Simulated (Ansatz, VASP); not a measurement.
# Pt: VASP beside Ansatz

```xyz
1
Lattice="0.0000 1.9474 1.9474 1.9474 0.0000 1.9474 1.9474 1.9474 0.0000" Properties=species:S:1:pos:R:3 pbc="T T T"
Pt    0.0000    0.0000    0.0000
```

Alike in both runs: task single point; functional LDA; k mesh 11 × 11 × 11; occupations fermi-dirac, width 0.1 eV; no spin polarisation.

|  | VASP | Ansatz |
| --- | --- | --- |
| version | VASP 6.6.1 | Ansatz 0.2.0 |
| potentials or method | VASP PAW LDA potentials, release 64 (Pt), cutoff 520 eV | plane waves (420 eV) with PAW, scalar-relativistic |
| valence electrons in the cell | 10 | 18 |

Ansatz gave:

* pressure (GPa): -0.2

Question: Estimate VASP's values.

Answer: Pressure (GPa): 0.6.

Ansatz warns that its potentials were made for another functional, while VASP's fit it. LDA's correlation is that of Perdew and Zunger in VASP and of Perdew and Wang (1992) in Ansatz. VASP's potentials hold 10 valence electrons a cell and Ansatz's 18, so a difference there can come from the potentials and not from the codes.

Neither program's run includes spin-orbit coupling.
